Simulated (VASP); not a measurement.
Input of a VASP 6.6.1 run:

Contents of INCAR:

```
SYSTEM = MgO
  PREC = Accurate
  ENCUT = 520
  EDIFF = 1E-6
  ISMEAR = 0
  SIGMA = 0.05
  LREAL = .FALSE.
  LASPH = .TRUE.
  NELM = 100
  ALGO = Normal
  ISIF = 2
  LWAVE = .FALSE.
  LCHARG = .TRUE.
  GGA = PS
  LELF = .TRUE.
  LVHAR = .TRUE.
  NBANDS = 26
```

File KPOINTS:

```
regular mesh
0
G
  9 9 4
  0 0 0
```

Contents of POSCAR:

```
MgO
1.0
    3.2553371795      0.0000000000      0.0000000000
   -1.6276685897      2.8192046953      0.0000000000
    0.0000000000      0.0000000000     10.4149514991
Mg O
4 4
Direct
    0.3333333333      0.6666666667      0.9695963559
    0.0000000000      0.0000000000      0.2209473890
    0.0000000000      0.0000000000      0.7209473890
    0.6666666667      0.3333333333      0.4695963559
    0.3333333333      0.6666666667      0.7799156657
   -0.1597376773      0.0000000000      0.5794669904
    0.0000000000      0.0000000000      0.0295387694
    0.6666666667      0.3333333333      0.2799156657
```

Potentials or basis: VASP PAW PBE potentials, release 64 (Mg, O).

The run is started by

```console
$ cat potpaw_PBE.64/Mg/POTCAR potpaw_PBE.64/O/POTCAR > POTCAR
$ mpirun -np 1 vasp_std > vasp.out
```

(1) Predict the largest force.

(2) Predict the band gap on the k mesh.

## Answers

(1) 13.057 eV/Å.

(2) 1.17 eV, direct.

Caveat: the cell differs from its parent crystal (atom 6 (O) moved by -0.520 Å along [1 0 0] and +0.520 Å along [0 0 1]); the PAW data sets were made with another functional, which shifts forces and pressure a little.
